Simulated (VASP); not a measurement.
# AlN in VASP: single point with PBEsol

Aim: the single point of AlN with PBEsol.

Program: VASP 6.6.1. These are calculated values, not measurements. Logs are shortened: lines on timing, memory, paths and dates and some standing lists are left out, and cuts for length are marked.

## Step 1: The cell of the first run

The cell holds a slab with vacuum, 16 atoms: a = 3.096 Å, b = 4.378 Å, c = 23.834 Å, α = 90.00°, β = 90.00°, γ = 90.00°.

## Step 2: Single point, PBEsol

INCAR

```
ALGO = Normal ; EDIFF = 1E-7
ENCUT = 520 ; GGA = PS
ISIF = 2 ; ISMEAR = -1
LASPH = True ; LCHARG = False
LREAL = Auto ; LWAVE = False
NBANDS = 46 ; NELM = 60
PREC = Accurate ; SIGMA = 0.05
```

KPOINTS

```
k-points
0
Gamma
  6 4 1
```

POSCAR

```
AlN
1.0
    2.1888610000     -2.1888610000      0.0000000000
    0.0000000000      0.0000000000      4.3777220000
  -16.8534010000    -16.8534010000      0.0000000000
Al N
8 8
Direct
    0.9941750000      0.0043000000      0.5331500000
    0.9939710000      0.9616790000      0.2814560000
    0.9941320000      0.0042450000      0.6648410000
    0.9941030000      0.0036360000      0.4035490000
    0.4941160000      0.4617490000      0.7194930000
    0.4941510000      0.5042780000      0.4677950000
    0.4941660000      0.5036640000      0.5973980000
    0.4940230000      0.5041830000      0.3361050000
    0.9941190000      0.2623320000      0.7273510000
    0.9941480000      0.2542830000      0.4680360000
    0.9941630000      0.2529540000      0.5980030000
    0.9940240000      0.2575900000      0.3377740000
    0.4941280000      0.7576440000      0.6631720000
    0.4940960000      0.7529150000      0.4029400000
    0.4941660000      0.7543020000      0.5329070000
    0.4939710000      0.7622660000      0.2735950000
```

Potentials or basis: VASP PAW PBE potentials, release 64 (Al, N).

Command:

```sh
cat potpaw_PBE.64/Al/POTCAR potpaw_PBE.64/N/POTCAR > POTCAR
mpirun -np 1 vasp_std > vasp.out
```

OUTCAR:

```text
EDIFF = 1E-7
   ENCUT = 520
   GGA = PS
   ISIF = 2
   ISMEAR = -1
   LASPH = True
   LREAL = Auto
   NELM = 60
   PREC = Accurate

 ion  position               nearest neighbor table
   1  0.994  0.004  0.533-  11 1.89  15 1.90  15 1.90  10 1.90   7 3.09   7 3.09   4 3.09   7 3.09
                             7 3.09   6 3.10   6 3.10   6 3.10   6 3.10   3 3.14
   2  0.994  0.962  0.281-  16 1.79  16 1.79  12 1.87   8 2.85   8 2.85   4 2.92   8 3.12   8 3.12

   3  0.994  0.004  0.665-   9 1.87  13 1.89  13 1.89  11 1.93   5 2.85   5 2.85   5 3.12   5 3.12
                             7 3.12   7 3.12   7 3.13   7 3.13   1 3.14
   4  0.994  0.004  0.404-  10 1.89  14 1.90  14 1.90  12 1.92   2 2.92   6 3.09   6 3.09   1 3.09
                             6 3.09   6 3.09   8 3.12   8 3.12   8 3.13   8 3.13
   5  0.494  0.462  0.719-   9 1.79   9 1.79  13 1.87   3 2.85   3 2.85   7 2.92   3 3.12   3 3.12

   6  0.494  0.504  0.468-  14 1.89  10 1.90  10 1.90  15 1.90   4 3.09   4 3.09   7 3.09   4 3.09
                             4 3.09   1 3.10   1 3.10   1 3.10   1 3.10   8 3.14
   7  0.494  0.504  0.597-  15 1.89  11 1.90  11 1.90  13 1.92   5 2.92   1 3.09   1 3.09   6 3.09
                             1 3.09   1 3.09   3 3.12   3 3.12   3 3.13   3 3.13
   8  0.494  0.504  0.336-  16 1.87  12 1.89  12 1.89  14 1.93   2 2.85   2 2.85   2 3.12   2 3.12
                             4 3.12   4 3.12   4 3.13   4 3.13   6 3.14
   9  0.994  0.262  0.727-   5 1.79   5 1.79   3 1.87
  10  0.994  0.254  0.468-   4 1.89   6 1.90   6 1.90   1 1.90
  11  0.994  0.253  0.598-   1 1.89   7 1.90   7 1.90   3 1.93
  12  0.994  0.258  0.338-   2 1.87   8 1.89   8 1.89   4 1.92
  13  0.494  0.758  0.663-   5 1.87   3 1.89   3 1.89   7 1.92
  14  0.494  0.753  0.403-   6 1.89   4 1.90   4 1.90   8 1.93
  15  0.494  0.754  0.533-   7 1.89   1 1.90   1 1.90   6 1.90
  16  0.494  0.762  0.274-   2 1.79   2 1.79   8 1.87

  LATTYP: Found a simple orthorhombic cell.
 ALAT       =     3.0955169123
 B/A-ratio  =     1.4142135624
 C/A-ratio  =     7.6996214013

  Lattice vectors:

 A1 = (   2.1888610000,  -2.1888610000,   0.0000000000)
 A2 = (   0.0000000000,   0.0000000000,   4.3777220000)
 A3 = ( -16.8534010000, -16.8534010000,   0.0000000000)

Analysis of symmetry for initial positions (statically):
=====================================================================
 Subroutine PRICEL returns:
 Original cell was already a primitive cell.

 Routine SETGRP: Setting up the symmetry group for a
 simple orthorhombic supercell.

 Subroutine GETGRP returns: Found  1 space group operations
 (whereof  1 operations were pure point group operations)
 out of a pool of  8 trial point group operations.

The static configuration has the point symmetry C_1 .

Analysis of symmetry for dynamics (positions and initial velocities):
[... 140 lines left out ...]
   NUPDOWN=      -1.0000    fix difference up-down
   EMIN   =  10.00;   EMAX   =-10.00  energy-range for DOS
   EFERMI =   0.00;   METHOD = LEGACY
   ISMEAR =    -1;   SIGMA  =   0.05  broadening in eV -4-tet -1-fermi 0-gaus
   EFERMI_NEDOS =   21; number of points for ismear=-14 and -15
   IALGO  =     38    algorithm
   IMIX   =      4    mixing-type and parameters
     AMIX     =   0.40;   BMIX     =  1.00
     AMIX_MAG =   1.60;   BMIX_MAG =  1.00
  volume/ion in A,a.u.               =      20.19       136.23
  Fermi-wavevector in a.u.,A,eV,Ry     =   0.954421  1.803595 12.393823  0.910920
  Thomas-Fermi vector in A             =   2.083167
   LORBIT       =      0    0 simple, 1 ext, 2 COOP (PROOUT), +10 PAW based schemes
   GGA     = PS    functional components
   LHFCALC =     F    Hartree Fock is set to
   AEXX    =    0.0000 exact exchange contribution
   IVDW    =     0    specifies the selected vdW correction
   LEPSILON=     F    determine dielectric tensor
   LRPA    =     F    only Hartree local field effects (RPA)
 non-spin polarized calculation
  energy-cutoff  :      520.00
  volume of cell :      322.99
 maximum number of plane-waves:      8744
 NGX is ok and might be reduce to    24
   NGX = 11   NGY = 17   NGZ = 89

 number of electron      64.0000002 magnetization

 Free energy of the ion-electron system (eV)
  ---------------------------------------------------
  ext. energy  EPLUGINS =         0.00000000
  ---------------------------------------------------
  free energy    TOTEN  =      -120.75862399 eV

  energy without entropy =     -120.75862399  energy(sigma->0) =     -120.75862399

 E-fermi :   1.7102     XC(G=0):  -6.3949

 val. band max:        0.5322479219   @ k =   0.5000   0.5000   0.0000
 cond. band min:       3.2424214660   @ k =   0.0000   0.0000   0.0000
 fundamental gap:      2.7101735441
 Fermi energy:         1.7101605643

 k-point     1 :       0.0000    0.0000    0.0000
  band No.  band energies     occupation
      1     -14.7750      2.00000
      2     -14.4156      2.00000
      3     -13.8497      2.00000
      4     -13.0921      2.00000
      5     -12.4410      2.00000
      6     -12.2037      2.00000
[... 647 lines left out ...]
     43       8.7251      0.00000
     44       8.7252      0.00000
 [bands above 44 left out]

------------------------ aborting loop because EDIFF is reached ----------------------------------------

  FORCE on cell =-STRESS in cart. coord.  units (eV):
  Direction    XX          YY          ZZ          XY          YZ          ZX
  --------------------------------------------------------------------------------------
  -------------------------------------------------------------------------------------
  Total        1.4591014      1.4593164     -0.0252718     -1.5765292      0.0037142      0.0011242
  in kB        7.2378928      7.2389590     -0.1253613     -7.8203950      0.0184245      0.0055766
  external PRESSURE =       4.7838302 kB  Pullay stress =       0.0000000 kB

 VOLUME and BASIS-vectors are now :
 -----------------------------------------------------------------------------
  energy-cutoff  :      520.00
  volume of cell :      322.99
      direct lattice vectors                 reciprocal lattice vectors
     2.188861000 -2.188861000  0.000000000     0.228429306 -0.228429306  0.000000000
     0.000000000  0.000000000  4.377722000     0.000000000  0.000000000  0.228429306
   -16.853401000-16.853401000  0.000000000    -0.029667602 -0.029667602  0.000000000

 POSITION                                       TOTAL-FORCE (eV/Angst)
 -----------------------------------------------------------------------------------
     -6.80928    -11.16150      0.01882         0.005569      0.005356     -0.002788
     -2.56783     -6.91916      4.20996        -0.013337     -0.016556      0.007976
     -9.02882    -13.38085      0.01858         0.005763      0.007320     -0.012453
     -4.62522     -8.97713      0.01592        -0.000738      0.001273     -0.008558
    -11.04435    -13.20746      2.02141         0.014574      0.019168      0.010246
     -6.80231     -8.96556      2.20759        -0.004439     -0.002400      0.001140
[... 8 lines left out ...]
     -7.89963    -10.06296      3.30212         0.012319      0.011031      0.002287
     -3.52977     -5.69224      3.33699         0.012811      0.012007     -0.012584
 -----------------------------------------------------------------------------------
    total drift:                               -0.007434      0.007493      0.002862

  FREE ENERGIE OF THE ION-ELECTRON SYSTEM (eV)
  ---------------------------------------------------
  free  energy   TOTEN  =      -120.7586239860 eV

  energy  without entropy=     -120.7586239859  energy(sigma->0) =     -120.75862399
```

OSZICAR:

```text
N       E                     dE             d eps       ncg     rms          rms(c)
DAV:   1     0.400604680383E+03    0.40060E+03   -0.26996E+04  1288   0.116E+03
DAV:   2    -0.784327738873E+02   -0.47904E+03   -0.45203E+03  1786   0.262E+02
DAV:   3    -0.139362908843E+03   -0.60930E+02   -0.60190E+02  1608   0.961E+01
[... 18 lines left out ...]
DAV:  22    -0.120758618991E+03   -0.15603E-04   -0.96279E-07  1266   0.300E-03    0.841E-04
DAV:  23    -0.120758622812E+03   -0.38206E-05   -0.12313E-07  1152   0.134E-03    0.619E-04
DAV:  24    -0.120758623828E+03   -0.10157E-05   -0.43141E-08  1014   0.995E-04    0.218E-04
DAV:  25    -0.120758623970E+03   -0.14244E-06   -0.17225E-08  1036   0.622E-04    0.144E-04
DAV:  26    -0.120758623986E+03   -0.15835E-07   -0.35958E-09  1020   0.260E-04
   1 F= -.12075862E+03 E0= -.12075862E+03  d E =-.522310E-10
```

Run time: 6 min. Hardware: 1 thread of Intel Xeon Platinum 8259CL at 2.50GHz (Skylake/Cascade Lake), shared host; peak memory 0.43 GiB.

Results:

| Property | Result |
| --- | --- |
| Free energy | -120.7586 eV |
| Largest force | 0.032 eV/Å |
| Band gap on the k mesh | 2.71 eV (least direct gap 2.88 eV) |

Forces on the atoms (eV/Å):
```
Al   0.006  0.005 -0.003
Al  -0.013 -0.017  0.008
Al   0.006  0.007 -0.012
Al  -0.001  0.001 -0.009
Al   0.015  0.019  0.010
Al  -0.004 -0.002  0.001
Al  -0.002 -0.001 -0.006
Al  -0.008 -0.008 -0.011
N   -0.012 -0.013 -0.013
N   -0.012 -0.012  0.003
N   -0.020 -0.022  0.011
N    0.002  0.001  0.009
N   -0.001 -0.002  0.009
N    0.020  0.020  0.012
N    0.012  0.011  0.002
N    0.013  0.012 -0.013
```

Caveat: the PAW data sets were made with another functional, which shifts forces and pressure a little.
